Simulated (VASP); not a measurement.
A run of VASP 6.6.1 is set up as follows.

Contents of INCAR:

```
ALGO     = Normal         # electronic algorithm
EDIFF    = 1E-6           # SCF threshold, eV
ENCUT    = 520            # plane-wave cutoff, eV
GGA      = CA             # functional
ISIF     = 2              # what is computed and relaxed
ISMEAR   = -1             # smearing method
ISPIN    = 2              # spin polarisation
LASPH    = True           # aspherical terms in the spheres
LCHARG   = True           # write CHGCAR
LELF     = True           # ELF
LMAXMIX  = 4              # l up to which the mixer works
LORBIT   = 11             # projections on sites
LREAL    = False          # projectors in reciprocal space
LVHAR    = True         
LWAVE    = False          # write WAVECAR
MAGMOM   = 1.683          # initial moments
NBANDS   = 14             # bands
NELM     = 150            # most SCF steps
PREC     = Accurate       # precision mode
SIGMA    = 0.05           # smearing width, eV
```

File KPOINTS:

```
k-points
0
Gamma
  18 18 18
```

POSCAR

```
Co
1.0
   -1.4191365547      1.4191365547      1.4191365547
    1.4191365547     -1.4191365547      1.4191365547
    1.4191365547      1.4191365547     -1.4191365547
Co
1
Direct
    0.0000000000      0.0000000000      0.0000000000
```

Potentials or basis: VASP PAW LDA potentials, release 64 (Co).

The run is started by

```console
$ cat potpaw_LDA.64/Co/POTCAR > POTCAR
$ mpirun -np 1 vasp_std > vasp.out
```

**Question.** Estimate the net moment.

**Answer.** 1.69 μB per cell.

**Question.** What does it give for the pressure?

**Answer.** -23.3 GPa.

**Question.** What does it give for the site moments?

**Answer.** Co +1.69 μB.

Caveat: the cell stands under tension.
